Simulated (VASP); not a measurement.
Input of a VASP 6.6.1 run:

The input INCAR:

```
SYSTEM = BAs
  ALGO = Normal
  EDIFF = 1E-6
  ENCUT = 520
  GGA = PE
  ISIF = 2
  ISMEAR = -1
  LASPH = .TRUE.
  LCHARG = .FALSE.
  LREAL = .FALSE.
  LWAVE = .FALSE.
  NBANDS = 11
  NELM = 60
  PREC = Accurate
  SIGMA = 0.05
```

File KPOINTS:

```
k-points
0
G
  10 10 10
  0 0 0
```

The input POSCAR:

```
BAs
1.0
    0.0000000000      2.3107146378      2.3107146378
    2.3107146378      0.0000000000      2.3107146378
    2.3107146378      2.3107146378      0.0000000000
As B
1 1
Direct
    0.7500000000      0.7500000000      0.7500000000
    0.0000000000      0.0000000000      0.0000000000
```

Potentials or basis: VASP PAW PBE potentials, release 64 (As, B).

Run with:

```sh
$ cat potpaw_PBE.64/As/POTCAR potpaw_PBE.64/B/POTCAR > POTCAR
$ mpirun -np 1 vasp_std > vasp.out
```

(1) What does it give for the band gap on the k mesh?

(2) What does it give for the pressure?

Answers

(1) 1.07 eV, indirect (least direct gap 3.41 eV).

(2) 21.1 GPa.
